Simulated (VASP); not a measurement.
Input of a VASP 6.6.1 run:

Contents of INCAR:

```
  ALGO = Normal
  EDIFF = 1E-6
  ENCUT = 750
  GGA = PS
  GGA_COMPAT = False
  ISIF = 2
  ISMEAR = 0
  IVDW = 12
  LASPH = True
  LCHARG = False
  LREAL = False
  LWAVE = False
  NBANDS = 12
  NELM = 120
  PREC = Accurate
  SIGMA = 0.01
```

The input KPOINTS:

```
k-points
0
Gamma
  5 5 5
```

POSCAR

```
LiCl
1.0
    0.0000000000      2.5647700000      2.5647700000
    2.5647700000      0.0000000000      2.5647700000
    2.5647700000      2.5647700000      0.0000000000
Li Cl
1 1
Direct
    0.0000000000      0.0000000000      0.0000000000
    0.5000000000      0.5000000000      0.5000000000
```

Potentials or basis: VASP PAW PBE potentials, release 64 (Li_sv, Cl).

The run is started by

```sh
$ cat potpaw_PBE.64/Li_sv/POTCAR potpaw_PBE.64/Cl/POTCAR > POTCAR
$ mpirun -np 1 vasp_std > vasp.out
```

Task: Estimate the band gap on the k mesh.

Result: 6.13 eV, direct.

Task: Estimate the dispersion energy per atom.

Result: -0.181 eV.

Task: Estimate the pressure.

Result: -3.0 GPa.

Caveat: the k points lie up to 0.42 Å⁻¹ apart; three body term missing; the PAW data sets were made with another functional, which shifts forces and pressure a little. A hybrid or GW would open this gap; PBEsol tends to underestimate it.
